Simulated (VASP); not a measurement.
## SnSe2: single point with PBEsol

SnSe2:

```
Sn Se
1.0
     3.80744    0.00000    0.00000
    -1.90372    3.29734    0.00000
     0.00000    0.00000    6.00078
Sn Se
1 2
Direct
  0.00000 0.00000 0.00000
  0.33333 0.66667 0.26461
  0.66667 0.33333 0.73539
```

This cell differs from its parent crystal: volume scaled by 0.97, then relaxed in part.

```
Program                : VASP 6.6.1
Task                   : single point
Functional             : PBEsol
Potentials or basis    : VASP PAW PBE potentials, release 64 (Sn_d, Se)
Cutoff                 : 520 eV
k mesh                 : 12 × 12 × 6
Occupations            : gaussian, width 0.02 eV
Spin                   : no spin polarisation
Dipole correction      : no
Further INCAR settings : ALGO = Normal; EDIFF = 1e-06; NBANDS = 20
```

* Pressure: 0.8 GPa
* Largest force: 0.014 eV/Å
* Band gap on the k mesh: 0.32 eV, indirect (least direct gap 0.87 eV)

Forces in eV/Å, atoms in the order of the input:
```
Sn   0.000  0.000  0.000
Se   0.000  0.000  0.014
Se   0.000  0.000 -0.014
```

Levels at points of the mesh, in eV from the valence-band top:
| k point | band 9 | band 10 | band 11 | band 12 | band 13 | band 14 | band 15 | band 16 | band 17 | band 18 |
| --- | --- | --- | --- | --- | --- | --- | --- | --- | --- | --- |
| (0.00, 0.00, 0.00) | -0.73 | -0.73 | -0.54 | -0.54 | -0.14 | 0.72 | 2.84 | 4.48 | 4.48 | 7.97 |
| (0.50, 0.00, 0.00) | -4.53 | -3.36 | -2.74 | -1.77 | -0.39 | 1.08 | 3.42 | 4.86 | 4.89 | 6.83 |
| (0.00, 0.00, 0.50) | -2.57 | -0.89 | -0.89 | -0.28 | -0.28 | 2.45 | 2.72 | 4.09 | 4.09 | 7.29 |
| (0.50, 0.00, 0.50) | -5.20 | -2.46 | -2.14 | -1.16 | -1.01 | 0.56 | 3.77 | 4.43 | 5.57 | 5.99 |

Wall time 74 s on 1 thread of Intel(R) Xeon(R) Platinum 8488C (Sapphire Rapids), on a shared host, peak memory 0.28 GiB.

Caveat: the PAW data sets were made with another functional, which shifts forces and pressure a little; spin-orbit coupling is left out, which moves the levels of the heavy elements. A k mesh can miss the band edges.
